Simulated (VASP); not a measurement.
Runs of VASP 6.6.1 on Ta. The structure is that of space group Im-3m (No. 229), or close to it. The cells are those of the table. 

| task | cell | k mesh | gap on the mesh (eV) | pressure (GPa) | relaxed volume (Å³/atom) |
| --- | --- | --- | --- | --- | --- |
| relaxation of cell and atoms | relaxed from a = 2.804 Å, angles 109.5°, 1 atom | 18 × 18 × 18 | none | 0.0 | 17.10 |
| relaxation of cell and atoms | relaxed from a = 2.841 Å, angles 109.5°, 1 atom | 8 × 8 × 8 | none | -0.4 | 17.02 |
| single point | a = 2.810 Å, angles 109.5°, 1 atom | 18 × 18 × 18 | none | (a) | - |
| single point | a = 2.804 Å, angles 109.5°, 1 atom | 8 × 8 × 8 | none | 0.4 | - |

Alike in all rows: level PBEsol+D3(BJ); potentials or basis VASP PAW PBE potentials, release 64 (Ta_pv); no spin polarisation; cutoff (eV) 500; smearing gaussian 0.1 eV.

Task: Fill in the values left out.

Result: (a) 0.3.

Caveats: the PAW data sets were made with another functional, which shifts forces and pressure a little; spin-orbit coupling is left out, which moves the levels of the heavy elements.

A k mesh can miss the band edges, and the runs leave out spin-orbit coupling on Ta.

A gap of «none» marks levels without a gap at the run's occupations.
